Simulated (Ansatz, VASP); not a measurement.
# Si2W3 in VASP and in Ansatz

The input INCAR:

```
SYSTEM = Si2W3
PREC     = Accurate       ! precision mode
ENCUT    = 520            ! plane-wave cutoff, eV
EDIFF    = 1E-6           ! SCF threshold, eV
ISMEAR   = 0              ! smearing method
SIGMA    = 0.15           ! smearing width, eV
LREAL    = .False.        ! projectors in reciprocal space
LASPH    = .True.         ! aspherical terms in the spheres
NELM     = 60             ! most SCF steps
ALGO     = Fast           ! electronic algorithm
ISIF     = 2              ! what is computed and relaxed
LWAVE    = .False.        ! write WAVECAR
LCHARG   = .False.        ! write CHGCAR
GGA      = PE             ! functional
NBANDS   = 61             ! bands
```

The input KPOINTS:

```
regular mesh
0
Gamma
  6 6 12
  0 0 0
```

Contents of POSCAR:

```
Si2W3
1.0
    6.6300342967      0.0000000000      0.0000000000
    0.0000000000      6.6300342967      0.0000000000
    0.0000000000      0.0000000000      3.3123213826
Si W
4 6
Direct
    0.1396271247      0.6396271247      0.0000000000
    0.8711611475      0.3711611475      0.0000000000
    0.6182351804      0.8497692032      0.0000000000
    0.3497692032      0.1182351804      0.0000000000
    0.5004884270      0.5020153043      0.0000000000
    0.0020153043      0.0004884270      0.0000000000
    0.6601702253      0.1601702253      0.5000000000
    0.3411462861      0.8411462861      0.5000000000
    0.1592217575      0.3401978183      0.5000000000
    0.8401978183      0.6592217575      0.5000000000
```

Input for Ansatz:

```yaml
crystal:
  lattice:
    - [6.6300342967, 0.0, 0.0]
    - [0.0, 6.6300342967, 0.0]
    - [0.0, 0.0, 3.3123213826]
  atoms:
    - { symbol: Si, position: [0.1396271247, 0.6396271247, 0.0] }
    - { symbol: Si, position: [0.8711611475, 0.3711611475, 0.0] }
    - { symbol: Si, position: [0.6182351804, 0.8497692032, 0.0] }
    - { symbol: Si, position: [0.3497692032, 0.1182351804, 0.0] }
    - { symbol: W, position: [0.500488427, 0.5020153043, 0.0] }
    - { symbol: W, position: [0.0020153043, 0.000488427, 0.0] }
    - { symbol: W, position: [0.6601702253, 0.1601702253, 0.5] }
    - { symbol: W, position: [0.3411462861, 0.8411462861, 0.5] }
    - { symbol: W, position: [0.1592217575, 0.3401978183, 0.5] }
    - { symbol: W, position: [0.8401978183, 0.6592217575, 0.5] }
basis:
  ecutwfc: 420
kpoints:
  mp_grid: { grid: [6, 6, 12] }
hamiltonian:
  xc: pbe
scf:
  occupations: { method: gaussian, width: 0.15 }
output:
  forces: true
  stress: true
  eigenvalues: true
```

Change from the starting cell: mode 27 (401.4 1/cm) frozen in, largest displacement +0.150 Å.

Alike in both runs: task single point; functional PBE; k mesh 6 × 6 × 12; occupations gaussian, width 0.15 eV; no spin polarisation.

|  | VASP | Ansatz |
| --- | --- | --- |
| version | VASP 6.6.1 | Ansatz 0.2.0 |
| potentials or method | VASP PAW PBE potentials, release 64 (Si, W_sv), cutoff 520 eV | scalar-relativistic, plane waves, PAW |
| valence electrons in the cell | 100 | 100 |

```csv
,VASP,Ansatz,Ansatz less VASP
gap on the k mesh at the Fermi level (eV),none,none,-
pressure (GPa),1.5,1.3,-0.18
"traceless stress, the component that is largest in VASP (GPa)",0.31,0.31,0.000
rms of the force components (eV/Å),0.827,0.826,-0.0018
```

Atom by atom the forces differ by 0.004 eV/Å (rms over components). A gap of «none» marks a metal or a gap that the smearing closes.

Spin-orbit coupling is off throughout.
